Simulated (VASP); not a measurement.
Here is a VASP 6.6.1 calculation.

The input INCAR:

```
SYSTEM = Zn3In4O
  PREC = Accurate
  ENCUT = 520
  EDIFF = 1E-6
  ISMEAR = 0
  SIGMA = 0.1
  LREAL = .False.
  LASPH = .True.
  NELM = 80
  ALGO = Normal
  ISIF = 2
  LWAVE = .False.
  LCHARG = .False.
  GGA = PE
  NBANDS = 57
```

KPOINTS

```
Automatic mesh
0
Gamma
  10 10 2
  0 0 0
```

Contents of POSCAR:

```
Zn3In4O
1.0
    3.2710514269      0.0000000000      0.0000000000
    0.0000000000      3.2710514269      0.0000000000
    0.0000000000      0.0000000000     16.7279383070
Zn In O
3 4 1
Direct
    0.0000000000      0.0000000000      0.5000000000
    0.0000000000      0.0000000000      0.7705319686
    0.0000000000      0.0000000000      0.2294680314
    0.5000000000      0.0000000000      0.9078681564
    0.5000000000      0.0000000000      0.3641445091
    0.0000000000      0.5000000000      0.6358554909
    0.0000000000      0.5000000000      0.0921318436
    0.0000000000      0.0000000000      0.0000000000
```

Potentials or basis: VASP PAW PBE potentials, release 64 (Zn, In_d, O).

The run is started by

```sh
$ cat potpaw_PBE.64/Zn/POTCAR potpaw_PBE.64/In_d/POTCAR potpaw_PBE.64/O/POTCAR > POTCAR
$ mpirun -np 1 vasp_std > vasp.out
```

Q: Estimate the pressure.

A: 0.1 GPa.

Q: What does it give for the band gap on the k mesh?

A: Zero (band 47 reaches 6.62 eV, above the bottom of band 48 at 3.39 eV).

Q: What does it give for the largest force?

A: 0.022 eV/Å.

Forces on the atoms (eV/Å):
```
Zn   0.000  0.000  0.000
Zn   0.000  0.000  0.000
Zn   0.000  0.000  0.000
In   0.000  0.000 -0.022
In   0.000  0.000  0.001
In   0.000  0.000 -0.001
In   0.000  0.000  0.022
O    0.000  0.000  0.000
```

Caveat: spin-orbit coupling is left out, which moves the levels of the heavy elements.
